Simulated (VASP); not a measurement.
# BN (P6_3mc) in VASP: a series of runs

Runs on BN. Level: PBE. Tasks: single point.

Everything below comes from runs of VASP 6.6.1. Logs are shortened: lines on timing, memory, paths and dates and some standing lists are left out, and cuts for length are marked.

### Step 1. The cell of the first run

The structure is hexagonal, space group P6_3mc (No. 186). Conventional cell: a = 2.350 Å, b = 2.350 Å, c = 3.889 Å, α = 90.00°, β = 90.00°, γ = 120.00°. Within 1.9 Å of B (site symmetry 3m) lie 4 N at 1.44 to 1.46 Å. Within 1.9 Å of N (site symmetry 3m) lie 4 B at 1.44 to 1.46 Å.

### Step 2. Single point, PBE (strain -0.080 along x and y, -0.080 along z)

The input, INCAR:

```
SYSTEM = BN
PREC = Accurate ; ENCUT = 520
EDIFF = 1E-6 ; ISMEAR = 0
SIGMA = 0.05 ; LREAL = .False.
LASPH = .True. ; NELM = 80
ALGO = Normal ; ISIF = 2
LWAVE = .False. ; LCHARG = .True.
GGA = PE ; LELF = .True.
LVHAR = .True. ; NBANDS = 16
```

The input, KPOINTS:

```
regular mesh
0
Gamma
  12 12 6
  0 0 0
```

The input, POSCAR:

```
BN
1.0
    2.3496244336      0.0000000000      0.0000000000
   -1.1748122168      2.0348344488      0.0000000000
    0.0000000000      0.0000000000      3.8887066000
B N
2 2
Direct
    0.6666666667      0.3333333333      0.9997240000
    0.3333333333      0.6666666667      0.4997240000
    0.6666666667      0.3333333333      0.6252760000
    0.3333333333      0.6666666667      0.1252760000
```

Potentials or basis: VASP PAW PBE potentials, release 64 (B, N).

Run with:

```sh
$ cat potpaw_PBE.64/B/POTCAR potpaw_PBE.64/N/POTCAR > POTCAR
$ mpirun -np 1 vasp_std > vasp.out
```

OUTCAR:

```text
SYSTEM = BN
   PREC = Accurate
   ENCUT = 520
   EDIFF = 1E-6
   ISMEAR = 0
   LREAL = .False.
   LASPH = .True.
   NELM = 80
   ISIF = 2
   GGA = PE

 ion  position               nearest neighbor table
   1  0.667  0.333  1.000-   4 1.44   4 1.44   4 1.44   3 1.46
   2  0.333  0.667  0.500-   3 1.44   3 1.44   3 1.44   4 1.46
   3  0.667  0.333  0.625-   2 1.44   2 1.44   2 1.44   1 1.46
   4  0.333  0.667  0.125-   1 1.44   1 1.44   1 1.44   2 1.46

  LATTYP: Found a hexagonal cell.
 ALAT       =     2.3496244336
 C/A-ratio  =     1.6550332659

  Lattice vectors:

 A1 = (   2.3496244336,   0.0000000000,   0.0000000000)
 A2 = (  -1.1748122168,   2.0348344488,   0.0000000000)
 A3 = (   0.0000000000,   0.0000000000,   3.8887066000)

Analysis of symmetry for initial positions (statically):
=====================================================================
 Subroutine PRICEL returns:
 Original cell was already a primitive cell.

 Routine SETGRP: Setting up the symmetry group for a
 hexagonal supercell.

 Subroutine GETGRP returns: Found 12 space group operations
 (whereof  6 operations were pure point group operations)
 out of a pool of 24 trial point group operations.

The static configuration has the point symmetry C_3v.
 The point group associated with its full space group is C_6v.

Analysis of symmetry for dynamics (positions and initial velocities):
=====================================================================
 Subroutine PRICEL returns:
 Original cell was already a primitive cell.

 Routine SETGRP: Setting up the symmetry group for a
 hexagonal supercell.

 Subroutine GETGRP returns: Found 12 space group operations
 (whereof  6 operations were pure point group operations)
 out of a pool of 24 trial point group operations.

The dynamic configuration has the point symmetry C_3v.
 The point group associated with its full space group is C_6v.

 Subroutine INISYM returns: Found 12 space group operations
 (whereof  6 operations are pure point group operations),
 and found     1 'primitive' translations

----------------------------------------------------------------------------------------

                                     Primitive cell

  volume of cell :      18.5923

  direct lattice vectors                    reciprocal lattice vectors
     2.349624434  0.000000000  0.000000000     0.425599932  0.245720236  0.000000000
    -1.174812217  2.034834449  0.000000000     0.000000000  0.491440471  0.000000000
     0.000000000  0.000000000  3.888706600     0.000000000  0.000000000  0.257154911

  length of vectors
     2.349624434  2.349624434  3.888706600     0.491440471  0.491440471  0.257154911

  position of ions in fractional coordinates (direct lattice)
     0.666666667  0.333333333  0.999724000
     0.333333333  0.666666667  0.499724000
     0.666666667  0.333333333  0.625276000
     0.333333333  0.666666667  0.125276000

  ion indices of the primitive-cell ions
   primitive index   ion index
                 1           1
                 2           2
                 3           3
                 4           4

----------------------------------------------------------------------------------------

 KPOINTS: regular mesh

Automatic generation of k-mesh.
 Grid dimensions read from file:
 generate k-points for:   12   12    6

 Generating k-lattice:

  Cartesian coordinates                     Fractional coordinates (reciprocal lattice)
     0.035466661  0.020476686  0.000000000     0.083333333  0.000000000  0.000000000
     0.000000000  0.040953373  0.000000000     0.000000000  0.083333333  0.000000000
     0.000000000  0.000000000  0.042859152     0.000000000  0.000000000  0.166666667

  Length of vectors
     0.040953373  0.040953373  0.042859152

  Shift w.r.t. Gamma in fractional coordinates (k-lattice)
     0.000000000  0.000000000  0.000000000

 Subroutine IBZKPT returns following result:
 ===========================================

 Found     76 irreducible k-points:

 Following reciprocal coordinates:
            Coordinates               Weight
  0.000000  0.000000  0.000000      1.000000
  0.083333 -0.000000  0.000000      6.000000
  0.166667 -0.000000  0.000000      6.000000
  0.250000  0.000000  0.000000      6.000000
  0.333333 -0.000000  0.000000      6.000000
  0.416667  0.000000  0.000000      6.000000
[... 16 lines left out ...]
  0.250000  0.000000  0.166667     12.000000
  0.333333 -0.000000  0.166667     12.000000
 [... further k-points ...]
   k-points           NKPTS =     76   k-points in BZ     NKDIM =     76   number of bands    NBANDS=     16
   number of dos      NEDOS =    301   number of ions     NIONS =      4
   total plane-waves  NPLWV =   9720
   dimension x,y,z NGX =    18 NGY =   18 NGZ =   30
   dimension x,y,z NGXF=    36 NGYF=   36 NGZF=   60
   ions per type =               2   2
   NGX,Y,Z   is equivalent  to a cutoff of  12.74, 12.74, 12.83 a.u.
   NGXF,Y,Z  is equivalent  to a cutoff of  25.47, 25.47, 25.65 a.u.
 SYSTEM =  BN
   PREC   = accura    normal or accurate (medium, high low for compatibility)
   ISTART =      0    job   : 0-new  1-cont  2-samecut
   ICHARG =      2    charge: 1-file 2-atom 10-const
   ISPIN  =      1    spin polarized calculation?
   LNONCOLLINEAR =      F non collinear calculations
   LSORBIT =      F    spin-orbit coupling
   LASPH  =      T    aspherical Exc in radial PAW
   ENCUT  =  520.0 eV  38.22 Ry    6.18 a.u.   4.37  4.37  7.23*2*pi/ulx,y,z
   NELM   =     80;   NELMIN=  2; NELMDL= -5     # of ELM steps
   EDIFF  = 0.1E-05   stopping-criterion for ELM
   LREAL  =      F    real-space projection
   EDIFFG = 0.1E-04   stopping-criterion for IOM
   NSW    =      0    number of steps for IOM
   IBRION =     -1    ionic relax: 0-MD 1-quasi-New 2-CG
   NFREE  =      0    steps in history (QN), initial steepest desc. (CG)
   ISIF   =      2    stress and relaxation
   ISYM   =      2    0-nonsym 1-usesym 2-fastsym
   POTIM  = 0.5000    time-step for ionic-motion
   TEBEG  =    0.0;   TEEND  =   0.0 temperature during run
   PSTRESS=    0.0 pullay stress
   NELECT =      16.0000    total number of electrons
   NUPDOWN=      -1.0000    fix difference up-down
   EMIN   =  10.00;   EMAX   =-10.00  energy-range for DOS
   EFERMI =   0.00;   METHOD = LEGACY
   ISMEAR =     0;   SIGMA  =   0.05  broadening in eV -4-tet -1-fermi 0-gaus
   EFERMI_NEDOS =   21; number of points for ismear=-14 and -15
   IALGO  =     38    algorithm
   IMIX   =      4    mixing-type and parameters
     AMIX     =   0.40;   BMIX     =  1.00
     AMIX_MAG =   1.60;   BMIX_MAG =  1.00
  volume/ion in A,a.u.               =       4.65        31.37
  Fermi-wavevector in a.u.,A,eV,Ry     =   1.557174  2.942633 32.991300  2.424792
  Thomas-Fermi vector in A             =   2.660863
   LORBIT       =      0    0 simple, 1 ext, 2 COOP (PROOUT), +10 PAW based schemes
   GGA     = PE    functional components
   LHFCALC =     F    Hartree Fock is set to
   AEXX    =    0.0000 exact exchange contribution
   IVDW    =     0    specifies the selected vdW correction
   LEPSILON=     F    determine dielectric tensor
   LRPA    =     F    only Hartree local field effects (RPA)
 non-spin polarized calculation
 Gauss-broadening in eV      SIGMA  =   0.05
  energy-cutoff  :      520.00
  volume of cell :       18.59
 maximum number of plane-waves:       531
 NGX is ok and might be reduce to    18
   NGX =  9   NGY =  9   NGZ = 15

 number of electron      16.0000001 magnetization

 Free energy of the ion-electron system (eV)
  ---------------------------------------------------
  ext. energy  EPLUGINS =         0.00000000
  ---------------------------------------------------
  free energy    TOTEN  =       -32.81416609 eV

  energy without entropy =      -32.81416609  energy(sigma->0) =      -32.81416609

 E-fermi :  11.2006     XC(G=0): -14.0350

 val. band max:       10.8808610227   @ k =   0.0000   0.0000   0.0000
 cond. band min:      15.5175837456   @ k =   0.3333   0.3333   0.0000
 fundamental gap:      4.6367227229
 Fermi energy:        11.2006476609

 k-point     1 :       0.0000    0.0000    0.0000
  band No.  band energies     occupation
      1     -12.5878      2.00000
      2      -7.2357      2.00000
      3      -2.5632      2.00000
      4       8.1797      2.00000
      5       8.1797      2.00000
      6      10.5016      2.00000
[... 8 lines left out ...]
     15      25.6587      0.00000
     16      30.3345      0.00000

 k-point     2 :       0.0833   -0.0000    0.0000
  band No.  band energies     occupation
      1     -12.4064      2.00000
      2      -7.0880      2.00000
      3      -2.3899      2.00000
      4       7.3750      2.00000
      5       7.8066      2.00000
      6      10.2299      2.00000
[... 8 lines left out ...]
     15      26.2606      0.00000
     16      29.8792      0.00000

 k-point     3 :       0.1667   -0.0000    0.0000
  band No.  band energies     occupation
      1     -11.8660      2.00000
      2      -6.6618      2.00000
      3      -1.8764      2.00000
      4       5.4156      2.00000
      5       6.9475      2.00000
      6       8.6243      2.00000
[... 8 lines left out ...]
     15      27.3358      0.00000
     16      28.5325      0.00000

 k-point     4 :       0.2500    0.0000    0.0000
  band No.  band energies     occupation
      1     -10.9800      2.00000
      2      -6.0252      2.00000
      3      -1.0533      2.00000
      4       3.0722      2.00000
      5       6.0041      2.00000
      6       6.5612      2.00000
[... 8 lines left out ...]
     15      28.7591      0.00000
     16      29.6251      0.00000
[... 324 lines left out ...]
 k-point    22 :       0.1667   -0.0000    0.1667
  band No.  band energies     occupation
      1     -11.6699      2.00000
      2      -7.4632      2.00000
      3      -0.7547      2.00000
      4       5.5863      2.00000
      5       7.1125      2.00000
      6       8.1194      2.00000
[... 8 lines left out ...]
     15      27.5810      0.00000
     16      29.0029      0.00000

 k-point    23 :       0.2500    0.0000    0.1667
  band No.  band energies     occupation
      1     -10.7881      2.00000
      2      -6.7511      2.00000
      3      -0.0900      2.00000
      4       3.3079      2.00000
      5       6.0284      2.00000
      6       6.1779      2.00000
[... 8 lines left out ...]
     15      28.3083      0.00000
     16      29.9769      0.00000

 k-point    24 :       0.3333   -0.0000    0.1667
  band No.  band energies     occupation
      1      -9.5975      2.00000
      2      -5.9508      2.00000
      3       0.0640      2.00000
      4       1.9154      2.00000
      5       3.8612      2.00000
      6       5.3992      2.00000
[... 8 lines left out ...]
     15      30.1765      0.00000
     16      31.1205      0.00000

 [... further k-points ...]
[... 5 lines left out ...]
  --------------------------------------------------------------------------------------
  -------------------------------------------------------------------------------------
  Total       17.0675782     17.0675782     17.2014838     -0.0000000      0.0000000     -0.0000000
  in kB     1470.7869759   1470.7869758   1482.3261987     -0.0000000      0.0000000     -0.0000000
  external PRESSURE =    1474.6333835 kB  Pullay stress =       0.0000000 kB

 VOLUME and BASIS-vectors are now :
 -----------------------------------------------------------------------------
  energy-cutoff  :      520.00
  volume of cell :       18.59
      direct lattice vectors                 reciprocal lattice vectors
     2.349624434  0.000000000  0.000000000     0.425599932  0.245720236  0.000000000
    -1.174812217  2.034834449  0.000000000     0.000000000  0.491440471  0.000000000
     0.000000000  0.000000000  3.888706600     0.000000000  0.000000000  0.257154911

 POSITION                                       TOTAL-FORCE (eV/Angst)
 -----------------------------------------------------------------------------------
      1.17481      0.67828      3.88763        -0.000000      0.000000     -0.227056
     -0.00000      1.35656      1.94328         0.000000     -0.000000     -0.227056
      1.17481      0.67828      2.43151         0.000000     -0.000000      0.227056
     -0.00000      1.35656      0.48716        -0.000000      0.000000      0.227056
 -----------------------------------------------------------------------------------
    total drift:                                0.000000      0.000000      0.000215

  FREE ENERGIE OF THE ION-ELECTRON SYSTEM (eV)
  ---------------------------------------------------
  free  energy   TOTEN  =       -32.8141660858 eV

  energy  without entropy=      -32.8141660858  energy(sigma->0) =      -32.81416609
```

Run time: 17 s. Hardware: 1 thread of Intel Xeon 6975P-C, shared host; peak memory 0.14 GiB.

Results:

```yaml
Free_energy: -32.8142 eV
Pressure: 147.5 GPa
Largest_force: 0.227 eV/Å
Band_gap_on_the_k_mesh: 4.64 eV, indirect (least direct gap 9.34 eV)
```

Forces in eV/Å, atoms in the order of the input:
```
B    0.000  0.000 -0.227
B    0.000  0.000 -0.227
N    0.000  0.000  0.227
N    0.000  0.000  0.227
```

Levels at points of the mesh, in eV from the valence-band top:
```tsv
k point	band 5	band 6	band 7	band 8	band 9	band 10	band 11	band 12
(0.00, 0.00, 0.00)	-2.70	-0.38	0.00	0.00	9.34	9.34	9.85	12.70
(0.50, 0.00, 0.00)	-8.39	-6.34	-5.77	-2.68	7.57	8.66	11.86	13.37
(0.00, 0.00, 0.50)	-1.51	-1.51	-1.51	-1.51	11.23	11.23	11.23	11.23
(0.50, 0.00, 0.50)	-4.82	-4.82	-4.46	-4.46	7.40	7.40	11.68	11.68
```

Caveat: the cell differs from its parent crystal (strain -0.080 along x and y, -0.080 along z).

### Step 3. Single point, PBE (strain -0.080 along x and y, -0.040 along z)

The input, INCAR:

```
ALGO = Normal
EDIFF = 1E-7
ENCUT = 520
GGA = PE
ISIF = 2
ISMEAR = 0
LASPH = T
LCHARG = F
LREAL = F
LWAVE = F
NBANDS = 16
NELM = 100
PREC = Accurate
SIGMA = 0.05
```

The input, KPOINTS:

```
k-points
0
Gamma
  12 12 6
```

Changes to POSCAR since step 2:

```diff
@@ -4,3 +4,3 @@
    -1.1748122168      2.0348344488      0.0000000000
-    0.0000000000      0.0000000000      3.8887066000
+    0.0000000000      0.0000000000      4.0577808000
 B N
```

Potentials or basis: VASP PAW PBE potentials, release 64 (B, N).

Run with:

```sh
$ cat potpaw_PBE.64/B/POTCAR potpaw_PBE.64/N/POTCAR > POTCAR
$ mpirun -np 1 vasp_std > vasp.out
```

Run time: 19 s. Hardware: 1 thread of Intel Xeon 6975P-C, shared host; peak memory 0.14 GiB.

Results (log left out):

* Free energy: -33.3594 eV
* Pressure: 114.5 GPa
* Largest force: 0.669 eV/Å
* Band gap on the k mesh: 4.55 eV, indirect (least direct gap 8.10 eV)

Forces in eV/Å, atoms in the order of the input:
```
B    0.000  0.000 -0.669
B    0.000  0.000 -0.669
N    0.000  0.000  0.669
N    0.000  0.000  0.669
```

Stress tensor (GPa, compression positive):
```
136.29   0.00   0.00
  0.00 136.29   0.00
  0.00   0.00  70.91
```

Levels at points of the mesh, in eV from the valence-band top:
| k point | band 4 | band 5 | band 6 | band 7 | band 8 | band 9 | band 10 | band 11 | band 12 | band 13 |
| --- | --- | --- | --- | --- | --- | --- | --- | --- | --- | --- |
| (0.00, 0.00, 0.00) | -2.23 | -2.23 | -0.65 | 0.00 | 0.00 | 8.10 | 9.61 | 9.61 | 13.07 | 13.46 |
| (0.50, 0.00, 0.00) | -9.56 | -8.11 | -5.83 | -5.47 | -2.78 | 7.85 | 8.12 | 11.94 | 13.00 | 14.51 |
| (0.00, 0.00, 0.50) | -7.20 | -1.23 | -1.23 | -1.23 | -1.23 | 11.30 | 11.30 | 11.30 | 11.30 | 11.70 |
| (0.50, 0.00, 0.50) | -11.88 | -4.59 | -4.59 | -4.53 | -4.53 | 7.00 | 7.00 | 11.18 | 11.18 | 16.29 |

Caveat: the cell differs from its parent crystal (strain -0.080 along x and y, -0.040 along z). A k mesh can miss the band edges.

### Step 4. Single point, PBE (strain -0.080 along x and y, +0.000 along z)

The input, INCAR:

```
  ALGO = Normal
  EDIFF = 1E-7
  ENCUT = 520
  GGA = PE
  ISIF = 2
  ISMEAR = 0
  LASPH = True
  LCHARG = False
  LREAL = False
  LWAVE = False
  NBANDS = 16
  NELM = 100
  PREC = Accurate
  SIGMA = 0.05
```

KPOINTS is that of step 3.

Changes to POSCAR since step 3:

```diff
@@ -4,3 +4,3 @@
    -1.1748122168      2.0348344488      0.0000000000
-    0.0000000000      0.0000000000      4.0577808000
+    0.0000000000      0.0000000000      4.2268550000
 B N
```

Run with:

```sh
$ cat potpaw_PBE.64/B/POTCAR potpaw_PBE.64/N/POTCAR > POTCAR
$ mpirun -np 1 vasp_std > vasp.out
```

Wall time 19 s (1 thread of Intel Xeon 6975P-C, shared host); peak memory 0.14 GiB.

Results (log left out):

| Quantity | Value |
| --- | --- |
| Free energy | -33.5652 eV |
| Pressure | 88.8 GPa |
| Largest force | 0.675 eV/Å |
| Band gap on the k mesh | 4.46 eV, indirect (least direct gap 6.44 eV) |

Forces in eV/Å, atoms in the order of the input:
```
B    0.000  0.000 -0.675
B    0.000  0.000 -0.675
N    0.000  0.000  0.675
N    0.000  0.000  0.675
```

Stress tensor (GPa, compression positive):
```
126.86   0.00   0.00
  0.00 126.86   0.00
  0.00   0.00  12.81
```

Levels at points of the mesh, in eV from the valence-band top:
| k point | band 4 | band 5 | band 6 | band 7 | band 8 | band 9 | band 10 | band 11 | band 12 | band 13 |
| --- | --- | --- | --- | --- | --- | --- | --- | --- | --- | --- |
| (0.00, 0.00, 0.00) | -1.84 | -1.84 | -0.99 | 0.00 | 0.00 | 6.44 | 9.83 | 9.83 | 13.15 | 13.15 |
| (0.50, 0.00, 0.00) | -9.70 | -7.81 | -5.39 | -5.21 | -2.85 | 7.58 | 8.04 | 11.98 | 12.12 | 13.43 |
| (0.00, 0.00, 0.50) | -7.49 | -1.00 | -1.00 | -1.00 | -1.00 | 11.32 | 11.32 | 11.32 | 11.32 | 11.39 |
| (0.50, 0.00, 0.50) | -11.59 | -4.68 | -4.68 | -4.29 | -4.29 | 6.48 | 6.48 | 10.85 | 10.85 | 15.81 |

Caveat: the cell differs from its parent crystal (strain -0.080 along x and y, +0.000 along z). A k mesh can miss the band edges.

(Continued in part 2 of 2.)
